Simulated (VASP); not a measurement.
# NaTa8O20 (a cell with a defect) in VASP: notebook

NaTa8O20 (a cell with a defect) is run at these levels: PBEsol; tasks: single point.

Everything below comes from runs of VASP 6.6.1. Logs are shortened: lines on timing, memory, paths and dates and some standing lists are left out, and cuts for length are marked.

## 1. The cell of the first run

The cell holds a defect, 29 atoms: a = 12.505 Å, b = 6.727 Å, c = 13.272 Å, α = 68.64°, β = 30.07°, γ = 81.29°.

## 2. Single point, PBEsol

Input file INCAR:

```
PREC = Accurate
ENCUT = 520
EDIFF = 1E-6
ISMEAR = -1
SIGMA = 0.01
LREAL = False
LASPH = True
NELM = 120
ALGO = Normal
ISIF = 2
LWAVE = False
LCHARG = False
GGA = PS
NELECT = 216.0
NBANDS = 128
GGA_COMPAT = False
```

Input file KPOINTS:

```
Automatic mesh
0
Gamma
  1 1 1
  0.25 0.25 0.25
```

Input file POSCAR:

```
NaTa8O20
1.0
    0.0000000000     11.9846651819      3.5696847681
    5.7020527302      0.0000000000      3.5696847681
    5.7020527302     11.9846651819      0.0000000000
Ta O Na
8 20 1
Direct
    0.1032881953      0.4025377109      0.7577741571
    0.6001634225      0.9000561330      0.2607046596
    0.3985735730      0.1018314605      0.7465900466
    0.8997202422      0.6036945633      0.2450921712
    0.2379425687      0.2586321043      0.4054266939
    0.7404406787      0.7601146722      0.9029105789
    0.2552156440      0.2456765113      0.1014943102
    0.7616504597      0.7516302883      0.5950602032
    0.3141635354      0.6879122756      0.5799199689
    0.8022457653      0.2002501980      0.0749703182
    0.1950920431      0.8069927741      0.9262893497
    0.6819487769      0.3204790333      0.4297404444
    0.4160534132      0.5861044377      0.1889184416
    0.9202514601      0.0815396271      0.6957586304
    0.0879581150      0.9177782536      0.3052071952
    0.5678233004      0.4378461455      0.8179848272
    0.3986393746      0.0677565931      0.3361667808
    0.9331067814      0.6018818329      0.8018459591
    0.0686977751      0.4120875188      0.2027596054
    0.5919142441      0.9355671258      0.6797587626
    0.1923274435      0.3391276493      0.5705241803
    0.6669197746      0.8129242118      0.0962187280
    0.3088473895      0.1922657617      0.9238624817
    0.8136017154      0.6961677137      0.4193815692
    0.2391825681      0.2391155198      0.7608160250
    0.7626501692      0.7638024026      0.2374851922
    0.2511990206      0.2323805008      0.2547960126
    0.7759006977      0.7547984576      0.7305962069
    0.2012303540      0.8028868425      0.3961394306
```

Potentials or basis: VASP PAW PBE potentials, release 64 (Ta_pv, O, Na_pv).

On the command line:

```sh
$ cat potpaw_PBE.64/Ta_pv/POTCAR potpaw_PBE.64/O/POTCAR potpaw_PBE.64/Na_pv/POTCAR > POTCAR
$ mpirun -np 1 vasp_std > vasp.out
```

OUTCAR:

```text
PREC = Accurate
   ENCUT = 520
   EDIFF = 1E-6
   ISMEAR = -1
   LREAL = False
   LASPH = True
   NELM = 120
   ISIF = 2
   GGA = PS
   NELECT = 216.0

 ion  position               nearest neighbor table
   1  0.103  0.403  0.758-  21 1.85  25 1.90   9 1.92  10 1.92  18 2.05   2 3.55   2 3.59
   2  0.600  0.900  0.261-  22 1.85  26 1.90  10 1.92   9 1.92  17 2.05   1 3.55   1 3.59
   3  0.399  0.102  0.747-  23 1.85  11 1.92  12 1.92  25 1.94  20 2.02   4 3.56   4 3.58
   4  0.900  0.604  0.245-  24 1.85  12 1.92  11 1.92  26 1.94  19 2.02   3 3.56   3 3.58
   5  0.238  0.259  0.405-  17 1.85  14 1.91  27 1.93  13 1.97  21 2.01   6 3.56   6 3.58
   6  0.740  0.760  0.903-  18 1.85  28 1.93  14 1.93  13 1.95  22 2.01   5 3.56   5 3.58
   7  0.255  0.246  0.101-  19 1.84  16 1.91  15 1.95  27 1.96  23 1.99   8 3.53
   8  0.762  0.752  0.595-  20 1.84  16 1.92  15 1.94  28 1.96  24 1.98   7 3.53
   9  0.314  0.688  0.580-   1 1.92   2 1.92
  10  0.802  0.200  0.075-   2 1.92   1 1.92
  11  0.195  0.807  0.926-   3 1.92   4 1.92
  12  0.682  0.320  0.430-   4 1.92   3 1.92
  13  0.416  0.586  0.189-   6 1.95   5 1.97
  14  0.920  0.082  0.696-   5 1.91   6 1.93
[... 12 lines left out ...]
  27  0.251  0.232  0.255-   5 1.93   7 1.96
  28  0.776  0.755  0.731-   6 1.93   8 1.96
  29  0.201  0.803  0.396-

  LATTYP: Found a face centered orthorhombic cell.
 ALAT       =     7.1393695362
 B/A-ratio  =     1.5973546967
 C/A-ratio  =     3.3573455250

  Lattice vectors:

 A1 = (   5.7020527302,  11.9846651819,   0.0000000000)
 A2 = (   0.0000000000,  11.9846651819,   3.5696847681)
 A3 = (   5.7020527302,   0.0000000000,   3.5696847681)

Analysis of symmetry for initial positions (statically):
=====================================================================
 Subroutine PRICEL returns:
 Original cell was already a primitive cell.

 Routine SETGRP: Setting up the symmetry group for a
 face centered orthorhombic supercell.

 Subroutine GETGRP returns: Found  1 space group operations
 (whereof  1 operations were pure point group operations)
 out of a pool of  8 trial point group operations.

The static configuration has the point symmetry C_1 .

Analysis of symmetry for dynamics (positions and initial velocities):
=====================================================================
 Subroutine PRICEL returns:
 Original cell was already a primitive cell.

 Routine SETGRP: Setting up the symmetry group for a
 face centered orthorhombic supercell.

 Subroutine GETGRP returns: Found  1 space group operations
 (whereof  1 operations were pure point group operations)
 out of a pool of  8 trial point group operations.

The dynamic configuration has the point symmetry C_1 .

 Subroutine INISYM returns: Found  1 space group operations
 (whereof  1 operations are pure point group operations),
 and found     1 'primitive' translations

----------------------------------------------------------------------------------------

                                     Primitive cell

  volume of cell :     487.8845

  direct lattice vectors                    reciprocal lattice vectors
     0.000000000 11.984665182  3.569684768    -0.087687719  0.041719981  0.140068390
     5.702052730  0.000000000  3.569684768     0.087687719 -0.041719981  0.140068390
     5.702052730 11.984665182  0.000000000     0.087687719  0.041719981 -0.140068390

  length of vectors
    12.504992957  6.727262049 13.271985717     0.170437223  0.170437223  0.170437223

  position of ions in fractional coordinates (direct lattice)
     0.103288195  0.402537711  0.757774157
     0.600163423  0.900056133  0.260704660
     0.398573573  0.101831461  0.746590047
     0.899720242  0.603694563  0.245092171
     0.237942569  0.258632104  0.405426694
     0.740440679  0.760114672  0.902910579
[... 21 lines left out ...]
     0.775900698  0.754798458  0.730596207
     0.201230354  0.802886843  0.396139431

  ion indices of the primitive-cell ions
   primitive index   ion index
                 1           1
                 2           2
                 3           3
                 4           4
                 5           5
                 6           6
[... 21 lines left out ...]
                28          28
                29          29

----------------------------------------------------------------------------------------

 KPOINTS: Automatic mesh

Automatic generation of k-mesh.
 Grid dimensions read from file:
 generate k-points for:    1    1    1

 Generating k-lattice:

  Cartesian coordinates                     Fractional coordinates (reciprocal lattice)
    -0.087687719  0.041719981  0.140068390     1.000000000 -0.000000000  0.000000000
     0.087687719 -0.041719981  0.140068390    -0.000000000  1.000000000  0.000000000
     0.087687719  0.041719981 -0.140068390     0.000000000  0.000000000  1.000000000

  Length of vectors
     0.170437223  0.170437223  0.170437223

  Shift w.r.t. Gamma in fractional coordinates (k-lattice)
     0.250000000  0.250000000  0.250000000

 Subroutine IBZKPT returns following result:
 ===========================================

 Found      4 irreducible k-points:

 Following reciprocal coordinates:
            Coordinates               Weight
  0.250000  0.250000  0.250000      2.000000
 -0.000000 -0.000000 -0.250000      2.000000
 -0.250000  0.000000  0.000000      2.000000
  0.000000 -0.250000  0.000000      2.000000
   k-points           NKPTS =      4   k-points in BZ     NKDIM =      4   number of bands    NBANDS=    128
   number of dos      NEDOS =    301   number of ions     NIONS =     29
   total plane-waves  NPLWV = 480000
   dimension x,y,z NGX =    96 NGY =   50 NGZ =  100
   dimension x,y,z NGXF=   192 NGYF=  100 NGZF=  200
   ions per type =               8  20   1
   NGX,Y,Z   is equivalent  to a cutoff of  12.76, 12.36, 12.53 a.u.
   NGXF,Y,Z  is equivalent  to a cutoff of  25.53, 24.71, 25.05 a.u.
 SYSTEM =  unknown system
   PREC   = accura    normal or accurate (medium, high low for compatibility)
   ISTART =      0    job   : 0-new  1-cont  2-samecut
   ICHARG =      2    charge: 1-file 2-atom 10-const
   ISPIN  =      1    spin polarized calculation?
   LNONCOLLINEAR =      F non collinear calculations
   LSORBIT =      F    spin-orbit coupling
   LASPH  =      T    aspherical Exc in radial PAW
   ENCUT  =  520.0 eV  38.22 Ry    6.18 a.u.  23.25 12.51 24.68*2*pi/ulx,y,z
   NELM   =    120;   NELMIN=  2; NELMDL= -5     # of ELM steps
   EDIFF  = 0.1E-05   stopping-criterion for ELM
   LREAL  =      F    real-space projection
   EDIFFG = 0.1E-04   stopping-criterion for IOM
   NSW    =      0    number of steps for IOM
   IBRION =     -1    ionic relax: 0-MD 1-quasi-New 2-CG
   NFREE  =      0    steps in history (QN), initial steepest desc. (CG)
   ISIF   =      2    stress and relaxation
   ISYM   =      2    0-nonsym 1-usesym 2-fastsym
   POTIM  = 0.5000    time-step for ionic-motion
   TEBEG  =    0.0;   TEEND  =   0.0 temperature during run
   PSTRESS=    0.0 pullay stress
   NELECT =     216.0000    total number of electrons
   NUPDOWN=      -1.0000    fix difference up-down
   EMIN   =  10.00;   EMAX   =-10.00  energy-range for DOS
   EFERMI =   0.00;   METHOD = LEGACY
   ISMEAR =    -1;   SIGMA  =   0.01  broadening in eV -4-tet -1-fermi 0-gaus
   EFERMI_NEDOS =   21; number of points for ismear=-14 and -15
   IALGO  =     38    algorithm
   IMIX   =      4    mixing-type and parameters
     AMIX     =   0.40;   BMIX     =  1.00
     AMIX_MAG =   1.60;   BMIX_MAG =  1.00
  volume/ion in A,a.u.               =      16.82       113.53
  Fermi-wavevector in a.u.,A,eV,Ry     =   1.247729  2.357867 21.181941  1.556829
  Thomas-Fermi vector in A             =   2.381848
   LORBIT       =      0    0 simple, 1 ext, 2 COOP (PROOUT), +10 PAW based schemes
   GGA     = PS    functional components
   LHFCALC =     F    Hartree Fock is set to
   AEXX    =    0.0000 exact exchange contribution
   IVDW    =     0    specifies the selected vdW correction
   LEPSILON=     F    determine dielectric tensor
   LRPA    =     F    only Hartree local field effects (RPA)
 non-spin polarized calculation
  energy-cutoff  :      520.00
  volume of cell :      487.88
 maximum number of plane-waves:     13140
 NGX is ok and might be reduce to    96
   NGX = 47   NGY = 25   NGZ = 49

 number of electron     215.9999999 magnetization

 Free energy of the ion-electron system (eV)
  ---------------------------------------------------
  ext. energy  EPLUGINS =         0.00000000
  ---------------------------------------------------
  free energy    TOTEN  =      -280.88512825 eV

  energy without entropy =     -280.88512016  energy(sigma->0) =     -280.88512420

 E-fermi :   3.0777     XC(G=0):  -8.9400

 val. band max:        2.9727290259   @ k =  -0.0000  -0.0000  -0.2500
 cond. band min:       3.1812783979   @ k =  -0.0000  -0.0000  -0.2500
 fundamental gap:      0.2085493720
 Fermi energy:         3.0776845275

 k-point     1 :       0.2500    0.2500    0.2500
  band No.  band energies     occupation
      1     -34.3657      2.00000
      2     -34.2846      2.00000
      3     -34.2805      2.00000
      4     -34.2556      2.00000
      5     -34.2269      2.00000
      6     -34.1977      2.00000
[... 112 lines left out ...]
    119       4.3617      0.00000
    120       4.4755      0.00000

 k-point     2 :      -0.0000   -0.0000   -0.2500
  band No.  band energies     occupation
      1     -34.3657      2.00000
      2     -34.2846      2.00000
      3     -34.2804      2.00000
      4     -34.2557      2.00000
      5     -34.2268      2.00000
      6     -34.1978      2.00000
[... 112 lines left out ...]
    119       4.3636      0.00000
    120       4.4791      0.00000

 k-point     3 :      -0.2500    0.0000    0.0000
  band No.  band energies     occupation
      1     -34.3657      2.00000
      2     -34.2846      2.00000
      3     -34.2805      2.00000
      4     -34.2557      2.00000
      5     -34.2268      2.00000
      6     -34.1978      2.00000
[... 112 lines left out ...]
    119       4.3185      0.00000
    120       4.4615      0.00000

 k-point     4 :       0.0000   -0.2500    0.0000
  band No.  band energies     occupation
      1     -34.3657      2.00000
      2     -34.2846      2.00000
      3     -34.2805      2.00000
      4     -34.2556      2.00000
      5     -34.2269      2.00000
      6     -34.1977      2.00000
[... 112 lines left out ...]
    119       4.3153      0.00000
    120       4.4527      0.00000
 [bands above 120 left out]

------------------------ aborting loop because EDIFF is reached ----------------------------------------

  FORCE on cell =-STRESS in cart. coord.  units (eV):
  Direction    XX          YY          ZZ          XY          YZ          ZX
  --------------------------------------------------------------------------------------
  -------------------------------------------------------------------------------------
  Total        7.6796987      5.7589165     11.9309593      0.8885929     -0.0206109     -0.0003353
  in kB       25.2195753     18.9118655     39.1804077      2.9180749     -0.0676846     -0.0011011
  external PRESSURE =      27.7706162 kB  Pullay stress =       0.0000000 kB

 VOLUME and BASIS-vectors are now :
 -----------------------------------------------------------------------------
  energy-cutoff  :      520.00
  volume of cell :      487.88
      direct lattice vectors                 reciprocal lattice vectors
     0.000000000 11.984665182  3.569684768    -0.087687719  0.041719981  0.140068390
     5.702052730  0.000000000  3.569684768     0.087687719 -0.041719981  0.140068390
     5.702052730 11.984665182  0.000000000     0.087687719  0.041719981 -0.140068390

 POSITION                                       TOTAL-FORCE (eV/Angst)
 -----------------------------------------------------------------------------------
      6.61616     10.31954      1.80564         0.064992     -0.002241     -0.028376
      6.61872     10.31722      5.35531         0.072533      0.003867      0.008661
      4.83774     13.72440      1.78629        -0.033038     -0.031406      0.042705
      4.83983     13.72019      5.36672        -0.056681      0.012549      0.037930
      3.78650      7.71057      1.77262         0.098319     -0.030406      0.197592
      9.48266     19.69501      5.35651         0.137009     -0.030757      0.129633
[... 21 lines left out ...]
      8.46980     18.05486      5.46411         0.009222     -0.018734     -0.031911
      6.83691      7.15928      3.58438         0.000073      0.003971     -0.008437
 -----------------------------------------------------------------------------------
    total drift:                                0.000140     -0.000280      0.000751

  FREE ENERGIE OF THE ION-ELECTRON SYSTEM (eV)
  ---------------------------------------------------
  free  energy   TOTEN  =      -280.8851282477 eV

  energy  without entropy=     -280.8851201568  energy(sigma->0) =     -280.88512420
```

Wall time 13 min (1 thread of Intel Xeon Platinum 8259CL at 2.50GHz (Skylake/Cascade Lake), shared host); peak memory 1 GiB.

Results:

```
Free energy   : -280.8851 eV
Largest force : 0.223 eV/Å
```

Forces on the atoms (eV/Å):
```
Ta   0.065 -0.002 -0.028
Ta   0.073  0.004  0.009
Ta  -0.033 -0.031  0.043
Ta  -0.057  0.013  0.038
Ta   0.098 -0.030  0.198
Ta   0.137 -0.031  0.130
Ta  -0.155  0.036 -0.093
Ta  -0.136  0.038 -0.065
O    0.090  0.056  0.034
O    0.078  0.029  0.005
O   -0.082 -0.033  0.010
O   -0.071 -0.041 -0.032
O    0.050 -0.037 -0.065
O    0.070 -0.022 -0.133
O   -0.052  0.052  0.076
O   -0.044  0.042  0.095
O   -0.109  0.059 -0.037
O   -0.119  0.071  0.005
O    0.141 -0.086 -0.011
O    0.101 -0.058  0.005
O   -0.101 -0.069 -0.019
O   -0.093 -0.084 -0.025
O    0.086  0.029 -0.018
O    0.115  0.028 -0.019
O   -0.028  0.041 -0.015
O   -0.029  0.026  0.004
O   -0.006  0.015 -0.050
O    0.009 -0.019 -0.032
Na   0.000  0.004 -0.008
```

Caveat: the cell carries a net charge on a neutralising background, which shifts energy and pressure; the cell is charged against a uniform background, so pressure and absolute levels hang on convention; the PAW data sets were made with another functional, which shifts forces and pressure a little; spin-orbit coupling is left out, which moves the levels of the heavy elements.

(Continued in part 2 of 2.)
